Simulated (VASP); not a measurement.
A run of VASP 6.6.1 is set up as follows.

INCAR

```
SYSTEM = Al
ALGO = Fast ; EDIFF = 1E-7
ENCUT = 520 ; GGA = PS
ISIF = 2 ; ISMEAR = 0
LASPH = .True. ; LCHARG = .False.
LREAL = .False. ; LWAVE = .False.
NBANDS = 8 ; NELM = 60
PREC = Accurate ; SIGMA = 0.15
```

Contents of KPOINTS:

```
k-points
0
Gamma
  20 20 20
  0 0 0
```

File POSCAR:

```
Al
1.0
   -1.5991747834      1.5991747834      1.5912186900
    1.5991747834     -1.5991747834      1.5912186900
    1.5991747834      1.5991747834     -1.5912186900
Al
1
Direct
    0.0000000000      0.0000000000      0.0000000000
```

Potentials or basis: VASP PAW PBE potentials, release 64 (Al).

Launch:

```sh
$ cat potpaw_PBE.64/Al/POTCAR > POTCAR
$ mpirun -np 1 vasp_std > vasp.out
```

Estimate the pressure.

1.5 GPa.

Stress tensor (GPa, compression positive):
```
1.54 0.00 0.00
0.00 1.54 0.00
0.00 0.00 1.31
```

Caveat: the cell differs from its parent crystal (strain +0.0050 x Voigt [1, 1, 0, 0, 0, 0]); the PAW data sets were made with another functional, which shifts forces and pressure a little.
